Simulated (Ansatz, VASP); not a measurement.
# GaSb: VASP beside Ansatz

The input POSCAR:

```
GaSb
1.0
   -2.7534340000      2.7534340000      1.5907070000
    2.7534340000     -2.7534340000      1.5907070000
    2.7534340000      2.7534340000     -1.5907070000
Sb Ga
1 1
Direct
    0.0000000000      0.0000000000      0.0000000000
    0.7500000000      0.2500000000      0.5000000000
```

File INCAR.step1:

```
SYSTEM = GaSb
ALGO = Normal
EDIFF = 1E-5
ENCUT = 520
GGA = PE
ISIF = 2
ISMEAR = -1
LASPH = .TRUE.
LREAL = .FALSE.
LUSENCCL = .FALSE.
LWAVE = .TRUE.
NBANDS = 16
NELM = 80
PREC = Accurate
SIGMA = 0.05
```

Contents of INCAR.step2:

```
SYSTEM = GaSb
AEXX = 0.25
ALGO = Normal
EDIFF = 1E-6
ENCUT = 520
GGA = PE
HFSCREEN = 0.2
ISIF = 2
ISMEAR = -1
ISTART = 1
LASPH = .TRUE.
LCHARG = .TRUE.
LELF = .TRUE.
LHFCALC = .TRUE.
LREAL = .FALSE.
LUSENCCL = .FALSE.
LVHAR = .TRUE.
LWAVE = .FALSE.
NBANDS = 16
NELM = 80
PREC = Accurate
PRECFOCK = Normal
SIGMA = 0.05
```

File KPOINTS:

```
k-points
0
G
  5 5 5
  0 0 0
```

input.yaml

```yaml
crystal:
  lattice:
    - [-2.753434, 2.753434, 1.590707]
    - [2.753434, -2.753434, 1.590707]
    - [2.753434, 2.753434, -1.590707]
  atoms:
    - { symbol: Sb, position: [0.0, 0.0, 0.0] }
    - { symbol: Ga, position: [0.75, 0.25, 0.5] }
hamiltonian:
  xc: { exchange: pbe, correlation: pbe, exx: { coeff: 0.25, omega: 0.2 } }
  pseudopotentials: { kind: paw }
kpoints:
  mp_grid: { grid: [5, 5, 5] }
scf:
  occupations: { method: fermi_dirac, width: 0.05 }
output:
  forces: true
  stress: true
  eigenvalues: true
  write_density: true
  write_potential: true
  elf: true
  volumetric_format: npy
```

Alike in both runs: task single point; functional PBE-based screened hybrid; k mesh 5 × 5 × 5; occupations fermi-dirac, width 0.05 eV; no spin polarisation.

|  | VASP | Ansatz |
| --- | --- | --- |
| version | VASP 6.6.1 | Ansatz 0.2.0 |
| potentials or method | VASP PAW PBE potentials, release 64 (Sb, Ga_d) | Ansatz PAW |
| plane-wave cutoff (eV) | 520 | 420 |
| valence electrons in the cell | 18 | 28 |

Ansatz gave:

```
gap on the k mesh at the Fermi level (eV)                     : none
pressure (GPa)                                                : -1.7
traceless stress, the component that is largest in VASP (GPa) : 0.55
```

Task: Estimate VASP's values.

Result: gap on the k mesh at the Fermi level (eV): none; pressure (GPa): -2.1; traceless stress, the component that is largest in VASP (GPa): 0.58.

VASP's potentials were made for PBE, not for PBE-based screened hybrid. A gap of «none» marks a metal or a gap that the smearing closes. VASP's potentials hold 18 valence electrons a cell and Ansatz's 28, so a difference there can come from the potentials and not from the codes.

The k mesh is coarse, so the values compare programs but aren't converged. Neither program's run includes spin-orbit coupling.
